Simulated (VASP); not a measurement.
Here is a VASP 6.6.1 calculation.

INCAR

```
SYSTEM = Ni
PREC = Accurate
ENCUT = 520
EDIFF = 1E-6
ISMEAR = 0
SIGMA = 0.1
LREAL = .FALSE.
LASPH = .TRUE.
NELM = 150
ALGO = Normal
ISIF = 2
LWAVE = .FALSE.
LCHARG = .TRUE.
ISPIN = 2
MAGMOM = 0.75
LORBIT = 11
LMAXMIX = 4
GGA = PS
LELF = .TRUE.
LVHAR = .TRUE.
NBANDS = 15
```

File KPOINTS:

```
regular mesh
0
G
  22 22 22
  0 0 0
```

File POSCAR:

```
Ni
1.0
   -1.4482294954      1.4482294954      1.2500641148
    1.4482294954     -1.4482294954      1.2500641148
    1.4482294954      1.4482294954     -1.2500641148
Ni
1
Direct
    0.0000000000      0.0000000000      0.0000000000
```

Potentials or basis: VASP PAW PBE potentials, release 64 (Ni).

Command:

```sh
$ cat potpaw_PBE.64/Ni/POTCAR > POTCAR
$ mpirun -np 1 vasp_std > vasp.out
```

Problem. Estimate the net moment.

Solution. 0.57 μB per cell.

Problem. Predict the site moments.

Solution. Ni +0.58 μB.

Problem. What does it give for the pressure?

Solution. -0.1 GPa.

Stress tensor (GPa, compression positive):
```
-0.27  0.00  0.00
 0.00 -0.27  0.00
 0.00  0.00  0.11
```

Caveat: the PAW data sets were made with another functional, which shifts forces and pressure a little.
